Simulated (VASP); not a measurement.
Set up this calculation in VASP 6.6.1, as the native input.

```
Task                   : relaxation of the atoms
Functional             : PBEsol
Potentials or basis    : VASP PAW PBE potentials, release 64 (K_sv, Mg, F)
Cutoff                 : 520 eV
k mesh                 : 1 × 1 × 1, shifted
Occupations            : fermi-dirac, width 0.05 eV
Spin                   : no spin polarisation
Dipole correction      : no
Further INCAR settings : LREAL = Auto; ALGO = Normal; EDIFF = 1e-07; ISYM = -1; IBRION = 2; EDIFFG = -0.03; NSW = 100
```

The structure of K7Mg8F23 (a cell with a defect) lies in POSCAR:

```
K7Mg8F23
1.0
    7.9825440000      0.0000000000      0.0000000000
    0.0000000000      7.9825440000      0.0000000000
    0.0000000000      0.0000000000      7.9825440000
K Mg F
7 8 23
Direct
    0.9962580000      0.0021270000      0.9999420000
    0.0009820000      0.9940200000      0.4986000000
    0.0011570000      0.4987020000      0.9957090000
    0.0010010000      0.5019310000      0.5038620000
    0.4969770000      0.9963220000      0.9990300000
    0.5000660000      0.0032230000      0.4984210000
    0.4996610000      0.4975530000      0.9975270000
    0.2506030000      0.2517430000      0.2572000000
    0.2449490000      0.2510680000      0.7541140000
    0.2458360000      0.7507550000      0.2518540000
    0.2482950000      0.7527790000      0.7472220000
    0.7461140000      0.2465350000      0.2522400000
    0.7510270000      0.2472910000      0.7443680000
    0.7455260000      0.7519630000      0.2494230000
    0.7525060000      0.7510390000      0.7519080000
    0.2497130000      0.2447860000      0.9996770000
    0.2485070000      0.7524780000      0.9986620000
    0.2482120000      0.7452490000      0.4977760000
    0.7474290000      0.2556840000      0.0034680000
    0.7503880000      0.2529240000      0.5041720000
    0.7480080000      0.7468040000      0.0006130000
    0.7491230000      0.7491560000      0.4993630000
    0.0005580000      0.2478740000      0.2520880000
    0.9964950000      0.2516080000      0.7479890000
    0.0015310000      0.7482800000      0.2516360000
    0.9971930000      0.7526420000      0.7542480000
    0.5039900000      0.2516340000      0.2525120000
    0.5006660000      0.2446110000      0.7523910000
    0.5017660000      0.7481840000      0.2483050000
    0.4990120000      0.7531770000      0.7523310000
    0.2511570000      0.0024020000      0.2529820000
    0.2485940000      0.0000650000      0.7515740000
    0.2563690000      0.5012210000      0.2532090000
    0.2504790000      0.5037730000      0.7495020000
    0.7507010000      0.0023350000      0.2529970000
    0.7469180000      0.9959460000      0.7499680000
    0.7516180000      0.4997340000      0.2510750000
    0.7502540000      0.4980940000      0.7487710000
```

One way to write it, as run:

INCAR

```
PREC = Accurate ; ENCUT = 520
EDIFF = 1E-7 ; ISMEAR = -1
SIGMA = 0.05 ; LREAL = Auto
LASPH = T ; NELM = 120
ALGO = Normal ; ISIF = 2
LWAVE = F ; LCHARG = F
GGA = PS ; IBRION = 2
NSW = 100 ; EDIFFG = -0.03
ISYM = -1 ; GGA_COMPAT = F
NELMIN = 4
```

KPOINTS

```
explicit points
1
Reciprocal
  0.25000000   0.25000000   0.25000000 1
```

Potentials or basis: VASP PAW PBE potentials, release 64 (K_sv, Mg, F).

Command:

```sh
$ cat potpaw_PBE.64/K_sv/POTCAR potpaw_PBE.64/Mg/POTCAR potpaw_PBE.64/F/POTCAR > POTCAR
$ mpirun -np 1 vasp_std > vasp.out
```

It gave:

```
Energy gained by relaxing    : 36.3 meV/atom
Ionic steps                  : 16
Pressure after relaxing      : -0.6 GPa
Largest force after relaxing : 0.028 eV/Å
Band gap on the k mesh       : 6.55 eV
```

Caveat: the PAW data sets were made with another functional, which shifts forces and pressure a little.

It took 18 min on 1 thread of AMD EPYC 9R45 96-Core Processor (Zen 5) (shared host), peak memory 0.54 GiB.
